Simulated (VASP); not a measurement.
Here is a VASP 6.6.1 calculation.

INCAR

```
SYSTEM = Ge
PREC = Accurate ; ENCUT = 520
EDIFF = 1E-6 ; ISMEAR = 0
SIGMA = 0.028999999999999998 ; LREAL = .False.
LASPH = .True. ; NELM = 100
ALGO = Normal ; ISIF = 2
LWAVE = .False. ; LCHARG = .False.
GGA = PE ; NBANDS = 21
```

The input KPOINTS:

```
regular mesh
0
Gamma
  11 11 11
  0 0 0
```

File POSCAR:

```
Ge
1.0
   -2.5744897190      2.5744897190      1.3974126432
    2.5744897190     -2.5744897190      1.3974126432
    2.5744897190      2.5744897190     -1.3974126432
Ge
2
Direct
    0.5000000000      0.5000000000      0.0000000000
    0.2500000000      0.7500000000      0.5000000000
```

Potentials or basis: VASP PAW PBE potentials, release 64 (Ge_d).

Run with:

```bash
$ cat potpaw_PBE.64/Ge_d/POTCAR > POTCAR
$ mpirun -np 1 vasp_std > vasp.out
```

(1) What does it give for the band gap on the k mesh?

(2) Estimate the pressure.

## Answers

(1) zero (bands 14 and 15 overlap by 4.71 eV).

(2) 3.1 GPa.

Caveat: the cell stands under pressure.
